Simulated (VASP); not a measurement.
Set up this calculation in VASP 6.6.1, as the native input.

* Task: electric field gradients
* Functional: PBE
* Potentials or basis: VASP PAW PBE potentials, release 64 (Os)
* Cutoff: 520 eV
* k mesh: 15 × 15 × 9
* Occupations: fermi-dirac, width 0.05 eV
* Spin: no spin polarisation
* Dipole correction: no
* Further INCAR settings: ALGO = Normal; EDIFF = 1e-08; NBANDS = 15

The structure of Os lies in POSCAR:

```
Os
1.0
    2.6782863558      0.0000000000      0.0000000000
   -1.3391431780      2.3194640228      0.0000000000
    0.0000000000      0.0000000000      4.2315181138
Os
2
Direct
    0.3333333333      0.6666666667      0.2500000000
    0.6666666667      0.3333333333      0.7500000000
```

These files were run (other wordings do the same):

INCAR

```
SYSTEM = Os
ALGO = Normal ; EDIFF = 1E-8
ENCUT = 520 ; GGA = PE
ISIF = 2 ; ISMEAR = -1
LASPH = .TRUE. ; LCHARG = .FALSE.
LEFG = .TRUE. ; LREAL = .FALSE.
LWAVE = .FALSE. ; NBANDS = 15
NELM = 60 ; PREC = Accurate
SIGMA = 0.05
```

KPOINTS

```
k-points
0
G
  15 15 9
  0 0 0
```

Potentials or basis: VASP PAW PBE potentials, release 64 (Os).

The run is started by

```bash
$ cat potpaw_PBE.64/Os/POTCAR > POTCAR
$ mpirun -np 1 vasp_std > vasp.out
```

It gave:

The pressure is 40.9 GPa, the band gap on the k mesh is zero (bands 8 and 9 overlap by 4.22 eV) and the largest electric field gradient by atom is Os -87.1 V/Å².

Caveat: the cell stands under pressure; without QUAD_EFG the Cq values of the log hold for a quadrupole moment of 1 mb, not for the nuclei; spin-orbit coupling is left out, which moves the levels of the heavy elements.

Wall time 45 s on 1 thread of Intel(R) Xeon(R) Platinum 8259CL CPU @ 2.50GHz (Skylake/Cascade Lake), on a shared host, peak memory 0.17 GiB.
